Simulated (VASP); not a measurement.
# Nb (P-1) in VASP: single point with LDA

Aim: the single point of Nb with LDA.

All numbers are computed with VASP 6.6.1; they aren't measurements. Logs are shortened: lines on timing, memory, paths and dates and some standing lists are left out, and cuts for length are marked.

### Step 1. The cell of the first run

The typed cell holds 1 atom: a = 2.995 Å, b = 2.987 Å, c = 2.821 Å, α = 104.37°, β = 116.58°, γ = 108.95°.

### Step 2. Single point, LDA

Input file INCAR:

```
  PREC = Accurate
  ENCUT = 520
  EDIFF = 1E-6
  ISMEAR = 0
  SIGMA = 0.1
  LREAL = F
  LASPH = T
  NELM = 80
  ALGO = Normal
  ISIF = 2
  LWAVE = F
  LCHARG = F
  NBANDS = 12
```

Input file KPOINTS:

```
Automatic mesh
0
Gamma
  10 10 10
```

Input file POSCAR:

```
Nb
1.0
   -1.8318799637      1.6058820277      1.7423188838
    1.8530694916     -1.5758647425      1.7334911266
    1.7080603661      1.4520451449     -1.7123015986
Nb
1
Direct
    0.0000000000      0.0000000000      0.0000000000
```

Potentials or basis: VASP PAW LDA potentials, release 64 (Nb_sv).

Command:

```console
$ cat potpaw_LDA.64/Nb_sv/POTCAR > POTCAR
$ mpirun -np 1 vasp_std > vasp.out
```

OUTCAR:

```text
PREC = Accurate
   ENCUT = 520
   EDIFF = 1E-6
   ISMEAR = 0
   LREAL = F
   LASPH = T
   NELM = 80
   ISIF = 2

 ion  position               nearest neighbor table
   1  0.000  0.000  0.000-

  LATTYP: Found a triclinic cell.
 ALAT       =     2.9870064803
 B/A-ratio  =     1.6762858426
 C/A-ratio  =     0.9444143665
 COS(alpha) =     0.0003756034
 COS(beta)  =     0.2481921442
 COS(gamma) =     0.8590517346

  Lattice vectors:

 A1 = (   1.8530694916,  -1.5758647425,   1.7334911266)
 A2 = (   3.5823193856,  -0.0938023124,   3.4969995384)
 A3 = (  -1.7080603661,  -1.4520451449,   1.7123015986)

Analysis of symmetry for initial positions (statically):
=====================================================================
 Subroutine PRICEL returns:
 Original cell was already a primitive cell.

 Routine SETGRP: Setting up the symmetry group for a
 triclinic supercell.

 Subroutine GETGRP returns: Found  2 space group operations
 (whereof  2 operations were pure point group operations)
 out of a pool of  2 trial point group operations.

The static configuration has the point symmetry S_2 .

Analysis of symmetry for dynamics (positions and initial velocities):
=====================================================================
 Subroutine PRICEL returns:
 Original cell was already a primitive cell.

 Routine SETGRP: Setting up the symmetry group for a
 triclinic supercell.

 Subroutine GETGRP returns: Found  2 space group operations
 (whereof  2 operations were pure point group operations)
 out of a pool of  2 trial point group operations.

The dynamic configuration has the point symmetry S_2 .

 Subroutine INISYM returns: Found  2 space group operations
 (whereof  2 operations are pure point group operations),
 and found     1 'primitive' translations

----------------------------------------------------------------------------------------

                                     Primitive cell

  volume of cell :      18.8962

  direct lattice vectors                    reciprocal lattice vectors
    -1.831879964  1.605882028  1.742318884     0.009591784  0.324611230  0.284840887
     1.853069492 -1.575864743  1.733491127     0.279404208  0.008506742  0.285925929
     1.708060366  1.452045145 -1.712301599     0.292621733  0.338913797 -0.004710784

  length of vectors
     2.995048644  2.987006480  2.820971833     0.431970814  0.399865869  0.447785922

  position of ions in fractional coordinates (direct lattice)
     0.000000000  0.000000000  0.000000000

  ion indices of the primitive-cell ions
   primitive index   ion index
                 1           1

----------------------------------------------------------------------------------------

 KPOINTS: Automatic mesh

Automatic generation of k-mesh.
 Grid dimensions read from file:
 generate k-points for:   10   10   10

 Generating k-lattice:

  Cartesian coordinates                     Fractional coordinates (reciprocal lattice)
     0.000959178  0.032461123  0.028484089     0.100000000 -0.000000000  0.000000000
     0.027940421  0.000850674  0.028592593     0.000000000  0.100000000  0.000000000
     0.029262173  0.033891380 -0.000471078    -0.000000000  0.000000000  0.100000000

  Length of vectors
     0.043197081  0.039986587  0.044778592

  Shift w.r.t. Gamma in fractional coordinates (k-lattice)
     0.000000000  0.000000000  0.000000000

 Subroutine IBZKPT returns following result:
 ===========================================

 Found    504 irreducible k-points:

 Following reciprocal coordinates:
            Coordinates               Weight
  0.000000  0.000000  0.000000      1.000000
  0.100000  0.000000 -0.000000      2.000000
  0.200000  0.000000 -0.000000      2.000000
  0.300000  0.000000 -0.000000      2.000000
  0.400000  0.000000 -0.000000      2.000000
  0.500000  0.000000 -0.000000      1.000000
[... 16 lines left out ...]
 -0.400000  0.200000  0.000000      2.000000
 -0.300000  0.200000  0.000000      2.000000
 [... further k-points ...]
   k-points           NKPTS =    504   k-points in BZ     NKDIM =    504   number of bands    NBANDS=     12
   number of dos      NEDOS =    301   number of ions     NIONS =      1
   total plane-waves  NPLWV =  13824
   dimension x,y,z NGX =    24 NGY =   24 NGZ =   24
   dimension x,y,z NGXF=    48 NGYF=   48 NGZF=   48
   ions per type =               1
   NGX,Y,Z   is equivalent  to a cutoff of  13.32, 13.36, 14.14 a.u.
   NGXF,Y,Z  is equivalent  to a cutoff of  26.64, 26.72, 28.29 a.u.
 SYSTEM =  unknown system
   PREC   = accura    normal or accurate (medium, high low for compatibility)
   ISTART =      0    job   : 0-new  1-cont  2-samecut
   ICHARG =      2    charge: 1-file 2-atom 10-const
   ISPIN  =      1    spin polarized calculation?
   LNONCOLLINEAR =      F non collinear calculations
   LSORBIT =      F    spin-orbit coupling
   LASPH  =      T    aspherical Exc in radial PAW
   ENCUT  =  520.0 eV  38.22 Ry    6.18 a.u.   5.57  5.55  5.25*2*pi/ulx,y,z
   NELM   =     80;   NELMIN=  2; NELMDL= -5     # of ELM steps
   EDIFF  = 0.1E-05   stopping-criterion for ELM
   LREAL  =      F    real-space projection
   EDIFFG = 0.1E-04   stopping-criterion for IOM
   NSW    =      0    number of steps for IOM
   IBRION =     -1    ionic relax: 0-MD 1-quasi-New 2-CG
   NFREE  =      0    steps in history (QN), initial steepest desc. (CG)
   ISIF   =      2    stress and relaxation
   ISYM   =      2    0-nonsym 1-usesym 2-fastsym
   POTIM  = 0.5000    time-step for ionic-motion
   TEBEG  =    0.0;   TEEND  =   0.0 temperature during run
   PSTRESS=    0.0 pullay stress
   NELECT =      13.0000    total number of electrons
   NUPDOWN=      -1.0000    fix difference up-down
   EMIN   =  10.00;   EMAX   =-10.00  energy-range for DOS
   EFERMI =   0.00;   METHOD = LEGACY
   ISMEAR =     0;   SIGMA  =   0.10  broadening in eV -4-tet -1-fermi 0-gaus
   EFERMI_NEDOS =   21; number of points for ismear=-14 and -15
   IALGO  =     38    algorithm
   IMIX   =      4    mixing-type and parameters
     AMIX     =   0.40;   BMIX     =  1.00
     AMIX_MAG =   1.60;   BMIX_MAG =  1.00
  volume/ion in A,a.u.               =      18.90       127.52
  Fermi-wavevector in a.u.,A,eV,Ry     =   1.445210  2.731052 28.417576  2.088633
  Thomas-Fermi vector in A             =   2.563418
   LORBIT       =      0    0 simple, 1 ext, 2 COOP (PROOUT), +10 PAW based schemes
   GGA     = CA    functional components
   LHFCALC =     F    Hartree Fock is set to
   AEXX    =    0.0000 exact exchange contribution
   IVDW    =     0    specifies the selected vdW correction
   LEPSILON=     F    determine dielectric tensor
   LRPA    =     F    only Hartree local field effects (RPA)
 non-spin polarized calculation
 Gauss-broadening in eV      SIGMA  =   0.10
  energy-cutoff  :      520.00
  volume of cell :       18.90
 maximum number of plane-waves:       523
 NGX is ok and might be reduce to    24
   NGX = 11   NGY = 11   NGZ = 11

 number of electron      13.0000000 magnetization

 Free energy of the ion-electron system (eV)
  ---------------------------------------------------
  ext. energy  EPLUGINS =         0.00000000
  ---------------------------------------------------
  free energy    TOTEN  =       -11.09606557 eV

  energy without entropy =      -11.08913504  energy(sigma->0) =      -11.09260031

 E-fermi :  10.4482     XC(G=0): -12.4627

 val. band max:       10.4441104575   @ k =  -0.2000   0.1000   0.0000
 cond. band min:      10.4496152954   @ k =  -0.4000   0.5000   0.2000
 fundamental gap:      0.0055048379
 Fermi energy:        10.4481570898

 k-point     1 :       0.0000    0.0000    0.0000
  band No.  band energies     occupation
      1     -43.8024      2.00000
      2     -19.4215      2.00000
      3     -19.3625      2.00000
      4     -19.2217      2.00000
      5       4.5127      2.00000
      6       9.6298      2.00000
      7      11.0151      0.00000
      8      11.6128      0.00000
      9      12.4496      0.00000
     10      14.3666      0.00000
     11      23.5084      0.00000
     12      24.0451      0.00000

 k-point     2 :       0.1000    0.0000   -0.0000
  band No.  band energies     occupation
      1     -43.7819      2.00000
      2     -19.4834      2.00000
      3     -19.4401      2.00000
      4     -19.2502      2.00000
      5       4.9193      2.00000
      6       9.6576      2.00000
      7      11.1314      0.00000
      8      11.3070      0.00000
      9      12.5858      0.00000
     10      14.1222      0.00000
     11      24.2950      0.00000
     12      24.7068      0.00000

 k-point     3 :       0.2000    0.0000   -0.0000
  band No.  band energies     occupation
      1     -43.7278      2.00000
      2     -19.7755      2.00000
      3     -19.5370      2.00000
      4     -19.2912      2.00000
      5       5.9522      2.00000
      6       9.3755      2.00000
      7      10.5807      0.06084
      8      11.9223      0.00000
      9      13.1377      0.00000
     10      13.7888      0.00000
     11      25.1777      0.00000
     12      26.4209      0.00000

 k-point     4 :       0.3000    0.0000   -0.0000
  band No.  band energies     occupation
      1     -43.6602      2.00000
      2     -20.1394      2.00000
      3     -19.6488      2.00000
      4     -19.3288      2.00000
      5       6.8474      2.00000
      6       8.8143      2.00000
      7      10.5546      0.13208
      8      13.3687      0.00000
      9      13.6947      0.00000
     10      14.0379      0.00000
     11      23.6190      0.00000
     12      25.9223      0.00000

 k-point     5 :       0.4000    0.0000   -0.0000
  band No.  band energies     occupation
      1     -43.6049      2.00000
      2     -20.4243      2.00000
      3     -19.7382      2.00000
      4     -19.3564      2.00000
      5       6.8787      2.00000
      6       8.3700      2.00000
      7      11.8502      0.00000
      8      13.6382      0.00000
      9      14.8410      0.00000
     10      15.2622      0.00000
     11      22.1238      0.00000
     12      23.4639      0.00000
[... 228 lines left out ...]
      1     -43.5797      2.00000
      2     -20.3986      2.00000
      3     -19.9476      2.00000
      4     -19.3822      2.00000
      5       7.5973      2.00000
      6       8.5242      2.00000
      7      11.0113      0.00000
      8      13.5168      0.00000
      9      15.0453      0.00000
     10      18.2815      0.00000
     11      20.3235      0.00000
     12      22.0535      0.00000

 k-point    22 :       0.5000    0.2000   -0.0000
  band No.  band energies     occupation
      1     -43.5962      2.00000
      2     -20.3536      2.00000
      3     -19.8672      2.00000
      4     -19.3990      2.00000
      5       7.6011      2.00000
      6       8.6083      2.00000
      7      10.5167      0.33230
      8      13.2999      0.00000
      9      15.4855      0.00000
     10      16.7766      0.00000
     11      21.3943      0.00000
     12      22.7793      0.00000

 k-point    23 :      -0.4000    0.2000    0.0000
  band No.  band energies     occupation
      1     -43.6406      2.00000
      2     -20.2283      2.00000
      3     -19.6849      2.00000
      4     -19.3845      2.00000
      5       7.4395      2.00000
      6       9.1075      2.00000
      7       9.4963      2.00000
      8      13.2292      0.00000
      9      14.5886      0.00000
     10      15.1299      0.00000
     11      23.6893      0.00000
     12      24.4493      0.00000

 k-point    24 :      -0.3000    0.2000    0.0000
  band No.  band energies     occupation
      1     -43.6955      2.00000
      2     -20.0257      2.00000
      3     -19.5254      2.00000
      4     -19.3300      2.00000
      5       6.6729      2.00000
      6       9.1376      2.00000
      7       9.8141      2.00000
      8      12.9877      0.00000
      9      13.4928      0.00000
     10      14.2155      0.00000
     11      24.6285      0.00000
     12      26.0916      0.00000

 [... further k-points ...]
[... 5 lines left out ...]
  --------------------------------------------------------------------------------------
  -------------------------------------------------------------------------------------
  Total       -2.2130746     -0.8405598     -2.0027079      0.0240894     -0.0360614     -0.0585967
  in kB     -187.6428330    -71.2696345   -169.8061985      2.0424988     -3.0575845     -4.9683123
  external PRESSURE =    -142.9062220 kB  Pullay stress =       0.0000000 kB

 VOLUME and BASIS-vectors are now :
 -----------------------------------------------------------------------------
  energy-cutoff  :      520.00
  volume of cell :       18.90
      direct lattice vectors                 reciprocal lattice vectors
    -1.831879964  1.605882028  1.742318884     0.009591784  0.324611230  0.284840887
     1.853069492 -1.575864743  1.733491127     0.279404208  0.008506742  0.285925929
     1.708060366  1.452045145 -1.712301599     0.292621733  0.338913797 -0.004710784

 POSITION                                       TOTAL-FORCE (eV/Angst)
 -----------------------------------------------------------------------------------
      0.00000      0.00000      0.00000         0.000000      0.000000      0.000000
 -----------------------------------------------------------------------------------
    total drift:                               -0.000000      0.000000      0.000000

  FREE ENERGIE OF THE ION-ELECTRON SYSTEM (eV)
  ---------------------------------------------------
  free  energy   TOTEN  =       -11.0960655688 eV

  energy  without entropy=      -11.0891350447  energy(sigma->0) =      -11.09260031
```

Wall time 2.5 min (1 thread of AMD EPYC 7R13, shared host); peak memory 0.19 GiB.

Results:

* Free energy: -11.0961 eV
* Pressure: -14.3 GPa
* Band gap on the k mesh: zero (an odd number of electrons rules out a gap without spin polarisation)

Caveat: the cell stands under tension.
